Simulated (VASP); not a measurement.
# Ti6B12F (a cell with a defect) in VASP: single point with PBE

Aim: the single point of Ti6B12F (a cell with a defect) with PBE.

All numbers are computed with VASP 6.6.1; they aren't measurements. Logs are shortened: lines on timing, memory, paths and dates and some standing lists are left out, and cuts for length are marked.

## 1. The cell of the first run

The cell holds a defect, 19 atoms: a = 5.251 Å, b = 5.251 Å, c = 6.448 Å, α = 90.00°, β = 90.00°, γ = 120.00°.

## 2. Single point, PBE

INCAR reads:

```
ALGO = Normal
EDIFF = 1E-7
ENCUT = 520
GGA = PE
ISIF = 2
ISMEAR = 1
LASPH = True
LCHARG = True
LELF = True
LREAL = Auto
LVHAR = True
LWAVE = False
NBANDS = 72
NELM = 60
PREC = Accurate
SIGMA = 0.1
```

KPOINTS reads:

```
k-points
0
Gamma
  4 4 3
```

POSCAR reads:

```
Ti6B12F
1.0
    4.5476285100      2.6255746000      0.0000000000
   -4.5476285600      2.6255745200      0.0000000000
    0.0000000000      0.0000000000      6.4483601700
Ti B F
6 12 1
Direct
   -0.0016056495     -0.0401901552     -0.0042796927
    0.3714569062      0.7059415637     -0.0042776767
    0.6253449243      0.3328788590     -0.0042731794
   -0.0015997588     -0.0037800160      0.4990915388
    0.3350605015      0.6695379029      0.4990937099
    0.6617345645      0.3328774441      0.4990969665
   -0.0016031938      0.6769445283      0.2690924443
    0.3424745920      0.3328781581      0.2690977170
    0.6543282184     -0.0111905223      0.2690927545
   -0.0016057541      0.3328764887      0.2875109254
    0.3317299007     -0.0004542249      0.2563371084
    0.6650709112      0.6662136973      0.2563371084
   -0.0016013397      0.6640548282      0.7423994432
    0.3295753309      0.3328781476      0.7424071971
    0.6672196099      0.0016991099      0.7424025448
   -0.0016005376      0.3328777471      0.7096653846
    0.3317327572     -0.0004513684      0.7439257227
    0.6650656947      0.6662124389      0.7439257227
   -0.0015907407      0.3328763293      0.0434020422
```

Potentials or basis: VASP PAW PBE potentials, release 64 (Ti_sv, B, F).

Command:

```sh
$ cat potpaw_PBE.64/Ti_sv/POTCAR potpaw_PBE.64/B/POTCAR potpaw_PBE.64/F/POTCAR > POTCAR
$ mpirun -np 1 vasp_std > vasp.out
```

OUTCAR:

```text
EDIFF = 1E-7
   ENCUT = 520
   GGA = PE
   ISIF = 2
   ISMEAR = 1
   LASPH = True
   LREAL = Auto
   NELM = 60
   PREC = Accurate

 ion  position               nearest neighbor table
   1  0.998  0.960  0.996-  19 1.98  13 2.25   7 2.31  18 2.32  17 2.32  12 2.36  11 2.36  15 2.47
                            14 2.47   3 2.87   2 2.87   2 2.87   3 2.87
   2  0.371  0.706  0.996-  19 1.98  15 2.25   9 2.31  17 2.32  18 2.32  11 2.36  12 2.36  14 2.47
                            13 2.47   1 2.87   3 2.87   1 2.87   3 2.87
   3  0.625  0.333  0.996-  19 1.98  14 2.25   8 2.31  17 2.32  18 2.32  12 2.36  11 2.36  15 2.47
                            13 2.47   1 2.87   2 2.87   2 2.87   1 2.87
   4  0.998  0.996  0.499-  16 2.23  10 2.23   7 2.24   8 2.32   9 2.32  11 2.34  12 2.34  13 2.35
                            17 2.35  18 2.35  15 2.35  14 2.35
   5  0.335  0.670  0.499-  16 2.23  10 2.23   9 2.24   8 2.32   7 2.32  12 2.34  11 2.34  15 2.35
                            18 2.35  17 2.35  13 2.35  14 2.35
   6  0.662  0.333  0.499-  16 2.23  10 2.23   8 2.24   9 2.32   7 2.32  12 2.34  11 2.34  14 2.35
                            17 2.35  18 2.35  13 2.35  15 2.35
   7  0.998  0.677  0.269-  12 1.72  11 1.72  10 1.81   4 2.24   1 2.31   5 2.32   6 2.32
   8  0.342  0.333  0.269-  11 1.72  12 1.72  10 1.81   6 2.24   3 2.31   4 2.32   5 2.32
   9  0.654  0.989  0.269-  11 1.72  12 1.72  10 1.81   5 2.24   2 2.31   4 2.32   6 2.32
  10  0.998  0.333  0.288-  19 1.57   9 1.81   7 1.81   8 1.81   4 2.23   6 2.23   5 2.23
  11  0.332  1.000  0.256-   8 1.72   9 1.72   7 1.72   4 2.34   6 2.34   5 2.34   3 2.36   2 2.36
                             1 2.36
  12  0.665  0.666  0.256-   7 1.72   8 1.72   9 1.72   4 2.34   6 2.34   5 2.34   1 2.36   3 2.36
                             2 2.36
  13  0.998  0.664  0.742-  16 1.75  18 1.76  17 1.76   1 2.25   4 2.35   6 2.35   5 2.35   2 2.47
                             3 2.47
  14  0.330  0.333  0.742-  16 1.75  17 1.76  18 1.76   3 2.25   6 2.35   5 2.35   4 2.35   2 2.47
                             1 2.47
  15  0.667  0.002  0.742-  16 1.75  18 1.76  17 1.76   2 2.25   5 2.35   6 2.35   4 2.35   1 2.47
                             3 2.47
  16  0.998  0.333  0.710-  14 1.75  13 1.75  15 1.75   4 2.23   5 2.23   6 2.23
  17  0.332  1.000  0.744-  14 1.76  15 1.76  13 1.76   1 2.32   2 2.32   3 2.32   6 2.35   4 2.35
                             5 2.35
  18  0.665  0.666  0.744-  15 1.76  13 1.76  14 1.76   1 2.32   2 2.32   3 2.32   6 2.35   5 2.35
                             4 2.35
  19  0.998  0.333  0.043-  10 1.57   2 1.98   1 1.98   3 1.98

  LATTYP: Found a hexagonal cell.
 ALAT       =     5.2511491166
 C/A-ratio  =     1.2279902983

  Lattice vectors:

 A1 = (   4.5476285100,   2.6255746000,   0.0000000000)
 A2 = (  -4.5476285600,   2.6255745200,   0.0000000000)
 A3 = (   0.0000000000,   0.0000000000,   6.4483601700)

Analysis of symmetry for initial positions (statically):
=====================================================================
 Subroutine PRICEL returns:
 Original cell was already a primitive cell.

 Routine SETGRP: Setting up the symmetry group for a
 hexagonal supercell.

 Subroutine GETGRP returns: Found  1 space group operations
 (whereof  1 operations were pure point group operations)
 out of a pool of 24 trial point group operations.

The static configuration has the point symmetry C_1 .

Analysis of symmetry for dynamics (positions and initial velocities):
=====================================================================
 Subroutine PRICEL returns:
 Original cell was already a primitive cell.

 Routine SETGRP: Setting up the symmetry group for a
 hexagonal supercell.

 Subroutine GETGRP returns: Found  1 space group operations
 (whereof  1 operations were pure point group operations)
 out of a pool of 24 trial point group operations.

The dynamic configuration has the point symmetry C_1 .

 Subroutine INISYM returns: Found  1 space group operations
 (whereof  1 operations are pure point group operations),
 and found     1 'primitive' translations

----------------------------------------------------------------------------------------

                                     Primitive cell

  volume of cell :     153.9886

  direct lattice vectors                    reciprocal lattice vectors
     4.547628510  2.625574600  0.000000000     0.109947413  0.190434509  0.000000000
    -4.547628560  2.625574520  0.000000000    -0.109947416  0.190434507  0.000000000
     0.000000000  0.000000000  6.448360170     0.000000000  0.000000000  0.155078186

  length of vectors
[... 55 lines left out ...]
  Cartesian coordinates                     Fractional coordinates (reciprocal lattice)
     0.027486853  0.047608627  0.000000000     0.250000000 -0.000000000  0.000000000
    -0.027486854  0.047608627  0.000000000     0.000000000  0.250000000  0.000000000
     0.000000000  0.000000000  0.051692729     0.000000000  0.000000000  0.333333333

  Length of vectors
     0.054973707  0.054973707  0.051692729

  Shift w.r.t. Gamma in fractional coordinates (k-lattice)
     0.000000000  0.000000000  0.000000000

 Subroutine IBZKPT returns following result:
 ===========================================

 Found     26 irreducible k-points:

 Following reciprocal coordinates:
            Coordinates               Weight
  0.000000  0.000000  0.000000      1.000000
  0.250000 -0.000000  0.000000      2.000000
  0.000000  0.250000  0.000000      2.000000
 -0.250000  0.250000  0.000000      2.000000
  0.500000 -0.000000  0.000000      1.000000
  0.000000  0.500000  0.000000      1.000000
[... 16 lines left out ...]
  0.500000  0.250000  0.333333      2.000000
 -0.250000 -0.250000  0.333333      2.000000
 [... further k-points ...]
   k-points           NKPTS =     26   k-points in BZ     NKDIM =     26   number of bands    NBANDS=     72
   number of dos      NEDOS =    301   number of ions     NIONS =     19
   total plane-waves  NPLWV =  76800
   dimension x,y,z NGX =    40 NGY =   40 NGZ =   48
   dimension x,y,z NGXF=    80 NGYF=   80 NGZF=   96
   ions per type =               6  12   1
   NGX,Y,Z   is equivalent  to a cutoff of  12.66, 12.66, 12.37 a.u.
   NGXF,Y,Z  is equivalent  to a cutoff of  25.33, 25.33, 24.75 a.u.
 SYSTEM =  unknown system
   PREC   = accura    normal or accurate (medium, high low for compatibility)
   ISTART =      0    job   : 0-new  1-cont  2-samecut
   ICHARG =      2    charge: 1-file 2-atom 10-const
   ISPIN  =      1    spin polarized calculation?
   LNONCOLLINEAR =      F non collinear calculations
   LSORBIT =      F    spin-orbit coupling
   LASPH  =      T    aspherical Exc in radial PAW
   ENCUT  =  520.0 eV  38.22 Ry    6.18 a.u.   9.76  9.76 11.99*2*pi/ulx,y,z
   NELM   =     60;   NELMIN=  2; NELMDL= -5     # of ELM steps
   EDIFF  = 0.1E-06   stopping-criterion for ELM
   LREAL  =      T    real-space projection
   EDIFFG = 0.1E-05   stopping-criterion for IOM
   NSW    =      0    number of steps for IOM
   IBRION =     -1    ionic relax: 0-MD 1-quasi-New 2-CG
   NFREE  =      0    steps in history (QN), initial steepest desc. (CG)
   ISIF   =      2    stress and relaxation
   ISYM   =      2    0-nonsym 1-usesym 2-fastsym
   POTIM  = 0.5000    time-step for ionic-motion
   TEBEG  =    0.0;   TEEND  =   0.0 temperature during run
   PSTRESS=    0.0 pullay stress
   NELECT =     115.0000    total number of electrons
   NUPDOWN=      -1.0000    fix difference up-down
   EMIN   =  10.00;   EMAX   =-10.00  energy-range for DOS
   EFERMI =   0.00;   METHOD = LEGACY
   ISMEAR =     1;   SIGMA  =   0.10  broadening in eV -4-tet -1-fermi 0-gaus
   EFERMI_NEDOS =   21; number of points for ismear=-14 and -15
   IALGO  =     38    algorithm
   IMIX   =      4    mixing-type and parameters
     AMIX     =   0.40;   BMIX     =  1.00
     AMIX_MAG =   1.60;   BMIX_MAG =  1.00
  volume/ion in A,a.u.               =       8.10        54.69
  Fermi-wavevector in a.u.,A,eV,Ry     =   1.485290  2.806791 30.015625  2.206086
  Thomas-Fermi vector in A             =   2.598720
   LORBIT       =      0    0 simple, 1 ext, 2 COOP (PROOUT), +10 PAW based schemes
   GGA     = PE    functional components
   LHFCALC =     F    Hartree Fock is set to
   AEXX    =    0.0000 exact exchange contribution
   IVDW    =     0    specifies the selected vdW correction
   LEPSILON=     F    determine dielectric tensor
   LRPA    =     F    only Hartree local field effects (RPA)
 non-spin polarized calculation
 Methfessel and Paxton  Order N= 1 SIGMA  =   0.10
  energy-cutoff  :      520.00
  volume of cell :      153.99
 maximum number of plane-waves:      4175
   NGX = 19   NGY = 19   NGZ = 23

 number of electron     114.9999998 magnetization

 Free energy of the ion-electron system (eV)
  ---------------------------------------------------
  ext. energy  EPLUGINS =         0.00000000
  ---------------------------------------------------
  free energy    TOTEN  =      -144.67597242 eV

  energy without entropy =     -144.67178373  energy(sigma->0) =     -144.67457619

 E-fermi :  10.6393     XC(G=0): -12.9625

 val. band max:       10.6084220419   @ k =   0.0000   0.0000   0.3333
 cond. band min:      10.6661870112   @ k =  -0.0000  -0.2500   0.3333
 fundamental gap:      0.0577649692
 Fermi energy:        10.6392828914

 k-point     1 :       0.0000    0.0000    0.0000
  band No.  band energies     occupation
      1     -46.6041      2.00000
      2     -46.5203      2.00000
      3     -46.5203      2.00000
      4     -46.2692      2.00000
      5     -46.2054      2.00000
      6     -46.2054      2.00000
[... 1717 lines left out ...]
     68      13.1944      0.00000
     69      13.2245      0.00000

 [... further k-points ...]

 [bands above 69 left out]

------------------------ aborting loop because EDIFF is reached ----------------------------------------

  FORCE on cell =-STRESS in cart. coord.  units (eV):
  Direction    XX          YY          ZZ          XY          YZ          ZX
  --------------------------------------------------------------------------------------
  -------------------------------------------------------------------------------------
  Total       18.1215400     18.1282218     19.7439807      0.0052434      0.0047553     -0.0030129
  in kB      188.5458872    188.6154081    205.4266001      0.0545554      0.0494768     -0.0313478
  external PRESSURE =     194.1959651 kB  Pullay stress =       0.0000000 kB

 VOLUME and BASIS-vectors are now :
 -----------------------------------------------------------------------------
  energy-cutoff  :      520.00
  volume of cell :      153.99
      direct lattice vectors                 reciprocal lattice vectors
     4.547628510  2.625574600  0.000000000     0.109947413  0.190434509  0.000000000
    -4.547628560  2.625574520  0.000000000    -0.109947416  0.190434507  0.000000000
     0.000000000  0.000000000  6.448360170     0.000000000  0.000000000  0.155078186

 POSITION                                       TOTAL-FORCE (eV/Angst)
 -----------------------------------------------------------------------------------
      0.17547      5.14141      6.42076         0.046178     -0.016579     -0.018237
     -1.52111      2.82879      6.42078        -0.004120      0.050206     -0.011077
      1.33003      2.51589      6.42081        -0.046464     -0.017412     -0.008713
      0.00991      5.23702      3.21832         0.010704     -0.013906      0.003580
     -1.52108      2.63765      3.21834         0.007990     -0.006787      0.002540
      1.49552      2.61143      3.21836         0.001430     -0.003783      0.007507
[... 11 lines left out ...]
     -0.00521      3.49537      4.79710        -0.001419      0.000298     -0.003645
      3.02660      3.49539      0.27987        -0.000855      0.000318     -0.045204
 -----------------------------------------------------------------------------------
    total drift:                                0.020486     -0.019183     -0.010354

  FREE ENERGIE OF THE ION-ELECTRON SYSTEM (eV)
  ---------------------------------------------------
  free  energy   TOTEN  =      -144.6759724228 eV

  energy  without entropy=     -144.6717837303  energy(sigma->0) =     -144.67457619
```

Run time: 12 min. Hardware: 1 thread of Intel Xeon Platinum 8259CL at 2.50GHz (Skylake/Cascade Lake), shared host; peak memory 0.37 GiB.

Results:

| Item | Value |
| --- | --- |
| Free energy | -144.6760 eV |
| Pressure | 19.4 GPa |
| Largest force | 0.075 eV/Å |
| Band gap on the k mesh | zero (an odd number of electrons rules out a gap without spin polarisation) |

Forces in eV/Å, atoms in the order of the input:
```
Ti   0.046 -0.017 -0.018
Ti  -0.004  0.050 -0.011
Ti  -0.046 -0.017 -0.009
Ti   0.011 -0.014  0.004
Ti   0.008 -0.007  0.003
Ti   0.001 -0.004  0.008
B    0.004 -0.001 -0.003
B   -0.007 -0.003 -0.001
B   -0.001  0.008 -0.001
B   -0.001  0.001  0.075
B   -0.002  0.001  0.002
B   -0.002  0.000  0.003
B    0.001  0.001 -0.002
B   -0.001  0.000 -0.003
B   -0.001  0.000 -0.003
B   -0.002  0.000  0.009
B   -0.002  0.000 -0.003
B   -0.001  0.000 -0.004
F   -0.001  0.000 -0.045
```

Caveat: an odd number of electrons without spin polarisation forces a metal; a magnetic or distorted state may lie lower.

The gap in the log of VASP goes by the Fermi energy; the results here count the filled bands.